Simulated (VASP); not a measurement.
# HfB2 (P-1) in VASP: further runs, part 2 of 2

VASP 6.6.1.

## 3. Electric field gradients, PBE (equal xy, yz and zx shear strains of +1 %)

INCAR reads:

```
SYSTEM = HfB2
PREC = Accurate ; ENCUT = 520
EDIFF = 1E-8 ; ISMEAR = -1
SIGMA = 0.05 ; LREAL = .FALSE.
LASPH = .TRUE. ; NELM = 80
ALGO = Normal ; ISIF = 2
LWAVE = .FALSE. ; LCHARG = .FALSE.
GGA = PE ; LEFG = .TRUE.
NBANDS = 15
```

KPOINTS reads:

```
regular mesh
0
G
  13 13 11
  0 0 0
```

POSCAR reads:

```
HfB2
1.0
    3.1400001005      0.0157000005      0.0157000005
   -1.5564034510      2.7114698546      0.0057465990
    0.0174000000      0.0174000000      3.4800000000
Hf B
1 2
Direct
    0.0000000000      0.0000000000      0.0000000000
    0.3333333333      0.6666666667      0.5000000000
    0.6666666667      0.3333333333      0.5000000000
```

Potentials or basis: VASP PAW PBE potentials, release 64 (Hf_pv, B).

Launch:

```
cat potpaw_PBE.64/Hf_pv/POTCAR potpaw_PBE.64/B/POTCAR > POTCAR
mpirun -np 1 vasp_std > vasp.out
```

OUTCAR:

```text
SYSTEM = HfB2
   PREC = Accurate
   ENCUT = 520
   EDIFF = 1E-8
   ISMEAR = -1
   LREAL = .FALSE.
   LASPH = .TRUE.
   NELM = 80
   ISIF = 2
   GGA = PE

 ion  position               nearest neighbor table
   1  0.000  0.000  0.000-   2 2.50   3 2.50   3 2.50   2 2.50   3 2.50   2 2.50   2 2.51   3 2.51
                             3 2.53   2 2.53   3 2.54   2 2.54
   2  0.333  0.667  0.500-   3 1.81   3 1.81   3 1.82   1 2.50   1 2.50   1 2.50   1 2.51   1 2.53
                             1 2.54
   3  0.667  0.333  0.500-   2 1.81   2 1.81   2 1.82   1 2.50   1 2.50   1 2.50   1 2.51   1 2.53
                             1 2.54

  LATTYP: Found a triclinic cell.
 ALAT       =     5.4387756740
 B/A-ratio  =     0.5748386816
 C/A-ratio  =     0.6398658830
 COS(alpha) =     0.0036852528
 COS(beta)  =     0.0100244988
 COS(gamma) =     0.8647750968

  Lattice vectors:

 A1 = (   0.0271931985,   5.4386397097,   0.0271931985)
 A2 = (  -1.5564034510,   2.7114698546,   0.0057465990)
 A3 = (   0.0174000000,   0.0174000000,   3.4800000000)

Analysis of symmetry for initial positions (statically):
=====================================================================
 Subroutine PRICEL returns:
 Original cell was already a primitive cell.

 Routine SETGRP: Setting up the symmetry group for a
 triclinic supercell.

 Subroutine GETGRP returns: Found  2 space group operations
 (whereof  2 operations were pure point group operations)
 out of a pool of  2 trial point group operations.

The static configuration has the point symmetry S_2 .

Analysis of symmetry for dynamics (positions and initial velocities):
[... 595 lines left out ...]
     13      14.6236      0.00000
     14      15.4853      0.00000
     15      17.2404      0.00000

 [... further k-points ...]

------------------------ aborting loop because EDIFF is reached ----------------------------------------

  FORCE on cell =-STRESS in cart. coord.  units (eV):
  Direction    XX          YY          ZZ          XY          YZ          ZX
  --------------------------------------------------------------------------------------
  -------------------------------------------------------------------------------------
  Total        0.1777292      0.1784630      0.2360643     -0.5014118     -0.4888950     -0.4890407
  in kB        9.5836884      9.6232545     12.7292904    -27.0376162    -26.3626730    -26.3705305
  external PRESSURE =      10.6454111 kB  Pullay stress =       0.0000000 kB

 VOLUME and BASIS-vectors are now :
 -----------------------------------------------------------------------------
  energy-cutoff  :      520.00
  volume of cell :       29.71
      direct lattice vectors                 reciprocal lattice vectors
     3.140000101  0.015700000  0.015700000     0.317572353  0.182294141 -0.002499332
    -1.556403451  2.711469855  0.005746599    -0.001829638  0.367757310 -0.001829638
     0.017400000  0.017400000  3.480000000    -0.001429705 -0.001429705  0.287370619

 POSITION                                       TOTAL-FORCE (eV/Angst)
 -----------------------------------------------------------------------------------
      0.00000      0.00000      0.00000        -0.000000      0.000000      0.000000
      0.01776      1.82158      1.74906         0.011256      0.001463     -0.001561
      1.58323      0.92299      1.75238        -0.011256     -0.001463      0.001561
 -----------------------------------------------------------------------------------
    total drift:                               -0.000000      0.000000      0.000000

  FREE ENERGIE OF THE ION-ELECTRON SYSTEM (eV)
  ---------------------------------------------------
  free  energy   TOTEN  =       -26.3948062843 eV

  energy  without entropy=      -26.3930395031  energy(sigma->0) =      -26.39392289

 Electric field gradients (V/A^2)
---------------------------------------------------------------------
 ion       V_xx      V_yy      V_zz      V_xy      V_xz      V_yz
---------------------------------------------------------------------
   1     -38.326   -38.242    76.569    10.140    20.689    20.692
   2      -0.761    -0.756     1.517     0.523     0.387     0.387
   3      -0.761    -0.756     1.517     0.523     0.387     0.387
---------------------------------------------------------------------

 Electric field gradients after diagonalization (V/A^2)
 (convention: |V_zz| > |V_xx| > |V_yy|)
----------------------------------------------------------------------
 ion       V_xx      V_yy      V_zz     asymmetry (V_yy - V_xx)/ V_zz
----------------------------------------------------------------------
   1     -48.425   -35.766    84.190       0.150
   2      -1.281    -0.393     1.674       0.531
   3      -1.281    -0.393     1.674       0.531
----------------------------------------------------------------------

           NMR quadrupolar parameters

 Cq : quadrupolar parameter    Cq=e*Q*V_zz/h
 eta: asymmetry parameters     (V_yy - V_xx)/ V_zz
 Q  : nuclear electric quadrupole moment in mb (millibarn)
----------------------------------------------------------------------
 ion       Cq(MHz)       eta       Q (mb)
----------------------------------------------------------------------
   1       0.204       0.150       1.000
   2       0.004       0.531       1.000
   3       0.004       0.531       1.000
----------------------------------------------------------------------
```

stdout:

```text
POSCAR found type information on POSCAR HfB
 POSCAR found :  2 types and       3 ions
 scaLAPACK will be used
 LDA part: xc-table for (Slater+PW92), standard interpolation
 POSCAR, INCAR and KPOINTS ok, starting setup
 FFT: planning ... GRIDC
 FFT: planning ... GRID_SOFT
 FFT: planning ... GRID
 WAVECAR not read
 entering main loop
ion   1
     0.0000654    -0.2184721    -0.4911196    -0.6677912    -0.4911056    -0.0009716
     0.0000901    -0.2184721    -0.4911196    -0.6677912    -0.4911056    -0.0009716
     0.0001241    -0.2184721    -0.4911196    -0.6677912    -0.4911056    -0.0009716
     0.0001709    -0.2184721    -0.4911196    -0.6677912    -0.4911056    -0.0009716

     0.0000654    -9.4503405   -19.2460930   -60.5690392   -19.2434206     0.0377666
     0.0000901    -9.4482438   -19.2402365   -60.5629225   -19.2375658     0.0377363
     0.0001241    -9.4451040   -19.2313195   -60.5543187   -19.2286514     0.0376895
     0.0001709    -9.4404274   -19.2178029   -60.5423928   -19.2151389     0.0376176
[... 12 lines left out ...]
ion   3
     0.0000257    -0.4235591    -0.3024465    -2.0379888    -0.3023474     0.0024503
     0.0000354    -0.4235591    -0.3024465    -2.0379888    -0.3023474     0.0024503
     0.0000487    -0.4235591    -0.3024465    -2.0379888    -0.3023474     0.0024503
     0.0000671    -0.4235591    -0.3024465    -2.0379888    -0.3023474     0.0024503

     0.0000257    -0.6225418    -0.4525941    -2.3471112    -0.4524574     0.0034281
     0.0000354    -0.6225418    -0.4525941    -2.3471111    -0.4524574     0.0034281
     0.0000487    -0.6225418    -0.4525940    -2.3471111    -0.4524573     0.0034281
     0.0000671    -0.6225417    -0.4525940    -2.3471111    -0.4524573     0.0034281
```

Wall time 4.4 min (1 thread of Intel Xeon Platinum 8259CL at 2.50GHz (Skylake/Cascade Lake), shared host); peak memory 0.5 GiB.

Results:

```
Free energy                             : -26.3948 eV
Pressure                                : 1.1 GPa
Largest force                           : 0.011 eV/Å
Band gap on the k mesh                  : zero (bands 8 and 9 overlap by 1.01 eV)
Largest electric field gradient by atom : Hf +84.2; B +1.7 V/Å²
```

Forces in eV/Å, atoms in the order of the input:
```
Hf   0.000  0.000  0.000
B    0.011  0.001 -0.002
B   -0.011 -0.001  0.002
```

Levels at points of the mesh, in eV from the Fermi level:
| k point | band 5 | band 6 | band 7 | band 8 | band 9 | band 10 | band 11 | band 12 |
| --- | --- | --- | --- | --- | --- | --- | --- | --- |
| (0.00, 0.00, 0.00) | -3.10 | -3.03 | -2.93 | -2.86 | 3.89 | 3.94 | 4.54 | 4.65 |

Electric field gradients, principal values (V/Å²):
```csv
atom,least,middle,greatest (by size)
1 Hf,-35.766,-48.425,84.190
2 B,-0.393,-1.281,1.674
3 B,-0.393,-1.281,1.674
```

Caveat: the cell differs from its parent crystal (equal xy, yz and zx shear strains of +1 %); without QUAD_EFG the Cq values of the log hold for a quadrupole moment of 1 mb, not for the nuclei; spin-orbit coupling is left out, which moves the levels of the heavy elements.
